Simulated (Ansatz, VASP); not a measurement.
## SiNi in VASP and in Ansatz

```
CELL_PARAMETERS angstrom
5.15409 0.00000 0.00000
0.00000 3.37549 0.00000
0.00000 0.00000 5.61971
ATOMIC_POSITIONS crystal
Si 0.32122 0.75009 0.08410
Si 0.17878 0.24998 0.58404
Si 0.82122 0.75009 0.41592
Si 0.67881 0.24994 0.91588
Ni 0.00823 0.25004 0.18853
Ni 0.49170 0.74979 0.68852
Ni 0.50829 0.25003 0.31148
Ni 0.99174 0.75003 0.81154
```

Change from the starting cell: all atoms moved at random, sigma 0.02 Å a component; relaxed back.

Alike in both runs: functional PBE; k mesh 8 × 10 × 6; occupations gaussian, width 0.15 eV; no spin polarisation.

Ansatz relaxed the structure, and its values are those at the end. VASP's run is a single point on that final structure, the one shown.

|  | VASP | Ansatz |
| --- | --- | --- |
| version | VASP 6.6.1 | Ansatz 0.2.0 |
| potentials or method | VASP PAW PBE potentials, release 64 (Si, Ni), cutoff 520 eV | scalar-relativistic, plane waves, PAW |
| valence electrons in the cell | 56 | 88 |

VASP gave:

| Property | Result |
| --- | --- |
| gap on the k mesh at the Fermi level (eV) | none |
| pressure (GPa) | 0.0 |
| rms of the force components (eV/Å) | 0.005 |

Question: What did Ansatz give for the same quantities?

Answer: gap on the k mesh at the Fermi level (eV): none; pressure (GPa): 0.0; rms of the force components (eV/Å): 0.002.

A gap of «none» marks a metal or a gap that the smearing closes. VASP's potentials hold 56 valence electrons a cell and Ansatz's 88, so a difference there can come from the potentials and not from the codes. Ansatz's warnings: stress scf threshold loose.
